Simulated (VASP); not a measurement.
Write the native input for VASP 6.6.1 that does the following.

| Property | Result |
| --- | --- |
| Task | single point |
| Functional | LDA |
| Potentials or basis | VASP PAW LDA potentials, release 64 (K_sv) |
| Cutoff | 520 eV |
| k mesh | 9 × 9 × 9 |
| Occupations | gaussian, width 0.1 eV |
| Spin | no spin polarisation |
| Dipole correction | no |
| Further INCAR settings | ALGO = Normal; EDIFF = 1e-06; NBANDS = 10 |

The structure of K lies in POSCAR:

```
K
1.0
   -2.5241928768      2.5241928768      2.5241928768
    2.5241928768     -2.5241928768      2.5241928768
    2.5241928768      2.5241928768     -2.5241928768
K
1
Direct
    0.0000000000      0.0000000000      0.0000000000
```

These files were run (other wordings do the same):

INCAR

```
PREC = Accurate
ENCUT = 520
EDIFF = 1E-6
ISMEAR = 0
SIGMA = 0.1
LREAL = F
LASPH = T
NELM = 80
ALGO = Normal
ISIF = 2
LWAVE = F
LCHARG = F
NBANDS = 10
```

KPOINTS

```
Automatic mesh
0
Gamma
  9 9 9
```

Potentials or basis: VASP PAW LDA potentials, release 64 (K_sv).

The run is started by

```console
$ cat potpaw_LDA.64/K_sv/POTCAR > POTCAR
$ mpirun -np 1 vasp_std > vasp.out
```

It gave:

```yaml
Pressure: 0.0 GPa
Band_gap_on_the_k_mesh: zero (an odd number of electrons rules out a gap without spin polarisation)
```

It took 22 s on 1 thread of Intel Xeon 8259CL (shared host), peak memory 0.17 GiB.
